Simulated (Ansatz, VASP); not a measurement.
**HfSc2O3: VASP beside Ansatz**

```xyz
6
Lattice="4.6206 0.0000 0.0000 -2.3103 4.0016 0.0000 0.0000 0.0000 4.1645" Properties=species:S:1:pos:R:3 pbc="T T T"
Hf    0.0000    0.0000    2.0823
Sc    0.0000    2.6677    0.0000
Sc    2.3103    1.3339    0.0000
O     0.0000    2.6677    2.0823
O     2.3103    1.3339    2.0823
O     0.0000    0.0000    0.0000
```

Alike in both runs: functional PBE; k mesh 6 × 6 × 4; occupations gaussian, width 0.1 eV; no spin polarisation.

Ansatz relaxed the structure, and its values are those at the end. VASP's run is a single point on that final structure, the one shown.

```csv
,VASP,Ansatz
version,VASP 6.6.1,Ansatz 0.2.0
potentials or method,"VASP PAW PBE potentials, release 64 (Hf_pv, Sc_sv, O), cutoff 520 eV","scalar-relativistic, plane waves, PAW"
valence electrons in the cell,50,66
```

```tsv
	VASP	Ansatz	Ansatz less VASP
gap on the k mesh at the Fermi level (eV)	none	none	-
pressure (GPa)	-0.4	0.0	+0.36
```

A gap of «none» marks a metal or a gap that the smearing closes. VASP's potentials hold 50 valence electrons a cell and Ansatz's 66, so a difference there can come from the potentials and not from the codes.

The k mesh is coarse, so the values compare programs but aren't converged. Neither program's run includes spin-orbit coupling.
